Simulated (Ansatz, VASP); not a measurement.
**Hf: VASP beside Ansatz**

```
Hf
1.0
     3.16473    0.00000    0.00000
    -1.58237    2.74074    0.00000
     0.00000    0.00000    5.05780
Hf
2
Cartesian
  0.0000 1.8272 1.2645
  1.5824 0.9136 3.7934
```

Change from the starting cell: equal xx and yy strain of -1 %, crystal datasets.

Alike in both runs: task electric field gradients; functional PBE; k mesh 13 × 13 × 7; occupations fermi-dirac, width 0.05 eV; no spin polarisation.

```csv
,VASP,Ansatz
version,VASP 6.6.1,Ansatz 0.2.0
potentials or method,"VASP PAW PBE potentials, release 64 (Hf_pv), cutoff 400 eV","all-electron PAW with datasets made for the crystal, scalar-relativistic"
```

Ansatz gave:

```
pressure (GPa)                                                : 3.1
traceless stress, the component that is largest in VASP (GPa) : -0.88
size of Vzz on the site where it differs most (V/Å²)          : 85.6
```

Problem. Estimate VASP's values.

Solution. Pressure (GPa): 2.5; traceless stress, the component that is largest in VASP (GPa): -0.95; size of Vzz on the site where it differs most (V/Å²): 76.7.

Ansatz ran all-electron here, and VASP with PAW potentials.

Spin-orbit coupling is off throughout.
